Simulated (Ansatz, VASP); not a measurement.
Two plane-wave programs on BiAs

```
Bi As
1.0
     5.05672    0.00000    0.00000
    -2.52836    4.37925    0.00000
     0.00000    0.00000   12.55469
Bi As
4 4
Direct
  0.66667 0.33333 0.20628
  0.00000 0.00000 0.45425
  0.33333 0.66667 0.70628
  0.00000 0.00000 0.95425
  0.66667 0.33333 0.98120
  0.00000 0.00000 0.23140
  0.33333 0.66667 0.48120
  0.00000 0.00000 0.73140
```

Alike in both runs: functional PBE; k mesh 6 × 6 × 2; occupations gaussian, width 0.1 eV; no spin polarisation.

Ansatz relaxed the structure, and its values are those at the end. VASP's run is a single point on that final structure, the one shown.

|  | VASP | Ansatz |
| --- | --- | --- |
| version | VASP 6.6.1 | Ansatz 0.2.0 |
| potentials or method | VASP PAW PBE potentials, release 64 (Bi_d, As), cutoff 520 eV | scalar-relativistic, plane waves, PAW |
| valence electrons in the cell | 80 | 120 |

```csv
,VASP,Ansatz,Ansatz less VASP
gap on the k mesh at the Fermi level (eV),0.26,0.26,+0.004
least direct gap on the mesh (eV),0.53,0.53,+0.001
pressure (GPa),0.0,0.0,-0.01
rms of the force components (eV/Å),0.007,0.003,-0.0038
```

With one functional, cell and mesh, what is left measures potentials, basis and numerics. VASP's potentials hold 80 valence electrons a cell and Ansatz's 120, so a difference there can come from the potentials and not from the codes.

Spin-orbit coupling is off throughout.
